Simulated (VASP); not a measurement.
**MgB2: relaxation of shape and atoms at fixed volume with PBE**

MgB2:

```
Mg B
1.0
     3.16178    0.00000    0.00000
    -1.58089    2.73818    0.00000
     0.00000    0.00000    3.66700
Mg B
1 2
Cartesian
  0.0000 0.0000 0.0000
  0.0000 1.8255 1.8335
  1.5809 0.9127 1.8335
```

This cell differs from its parent crystal: volume scaled by 1.10.

- Program: VASP 6.6.1
- Task: relaxation of shape and atoms at fixed volume
- Functional: PBE
- Potentials or basis: VASP PAW PBE potentials, release 64 (Mg, B)
- Cutoff: 600 eV
- k mesh: 18 × 18 × 12
- Occupations: gaussian, width 0.1 eV
- Spin: no spin polarisation
- Dipole correction: no
- Further INCAR settings: ALGO = Normal; EDIFF = 1e-07; IBRION = 2; EDIFFG = -0.01; NSW = 50; ISIF = 4

```
Energy gained by relaxing : 0.3 meV/atom
Ionic steps               : 3
Pressure after relaxing   : -11.8 GPa
Band gap on the k mesh    : zero (band 4 reaches 6.29 eV, above the bottom of band 5 at 2.84 eV)
```

Step by step:
| step | energy change (eV) | largest force (eV/Å) | pressure (GPa) | volume (Å³) |
| --- | --- | --- | --- | --- |
| 1 | 0.0000 | 0.0000 | -12.02 | 31.75 |
| 2 | -0.0008 | 0.0000 | -11.81 | 31.75 |
| 3 | -0.0008 | 0.0000 | -11.76 | 31.75 |

Final structure:
```
Mg B
1.0
     3.15446    0.00000    0.00000
    -1.57723    2.73184    0.00000
     0.00000    0.00000    3.68404
Mg B
1 2
Cartesian
  0.0000 0.0000 0.0000
  0.0000 1.8212 1.8420
  1.5772 0.9106 1.8420
```

Levels at points of the mesh, in eV from the Fermi level:
```tsv
k point	band 1	band 2	band 3	band 4	band 5	band 6	band 7	band 8
(0.00, 0.00, 0.00)	-11.88	-2.94	0.42	0.42	1.09	6.17	6.17	7.49
(0.50, 0.00, 0.00)	-8.20	-7.41	-1.97	0.14	2.79	3.83	4.65	6.12
(0.00, 0.00, 0.50)	-10.79	-7.04	0.72	0.72	6.50	6.50	7.68	8.71
(0.50, 0.00, 0.50)	-7.37	-6.62	-3.29	-1.72	-1.20	5.30	8.10	8.49
```

Wall time 59 s on 1 thread of Intel(R) Xeon(R) 6975P-C (Granite Rapids) (shared host), peak memory 0.23 GiB.

Caveat: the cell differs from its parent crystal (volume scaled by 1.10).
